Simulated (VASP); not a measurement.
A run of VASP 6.6.1 is set up as follows.

POSCAR

```
Ta
1.0
   -1.6533592789      1.6533592789      1.6533592789
    1.6533592789     -1.6533592789      1.6533592789
    1.6533592789      1.6533592789     -1.6533592789
Ta
1
Direct
    0.0000000000      0.0000000000      0.0000000000
```

INCAR.step1

```
SYSTEM = Ta
PREC = Accurate
ENCUT = 520
ISMEAR = 0
SIGMA = 0.03
LREAL = .FALSE.
LASPH = .TRUE.
NELM = 60
NBANDS = 12
GGA = PE
ALGO = Normal
EDIFF = 1E-4
LWAVE = .TRUE.
LCHARG = .FALSE.
```

File INCAR.step2:

```
SYSTEM = Ta
PREC = Accurate
ENCUT = 520
EDIFF = 1E-6
ISMEAR = 0
SIGMA = 0.03
LREAL = .FALSE.
LASPH = .TRUE.
NELM = 60
ALGO = Normal
ISIF = 2
LWAVE = .FALSE.
LCHARG = .FALSE.
METAGGA = R2SCAN
LMIXTAU = .TRUE.
NBANDS = 12
ISTART = 1
```

Contents of KPOINTS:

```
regular mesh
0
G
  13 13 13
  0 0 0
```

Potentials or basis: VASP PAW PBE potentials, release 64 (Ta_pv).

Run with:

```bash
$ cat potpaw_PBE.64/Ta_pv/POTCAR > POTCAR
$ cp INCAR.step1 INCAR
$ mpirun -np 1 vasp_std > vasp.out
$ cp INCAR.step2 INCAR
$ mpirun -np 1 vasp_std > vasp.out
```

(1) Predict the pressure.

(2) Estimate the band gap on the k mesh.

Answers

(1) 0.6 GPa.

(2) zero (an odd number of electrons rules out a gap without spin polarisation).

Caveat: the PAW data sets were made with another functional, which shifts forces and pressure a little; spin-orbit coupling is left out, which moves the levels of the heavy elements.
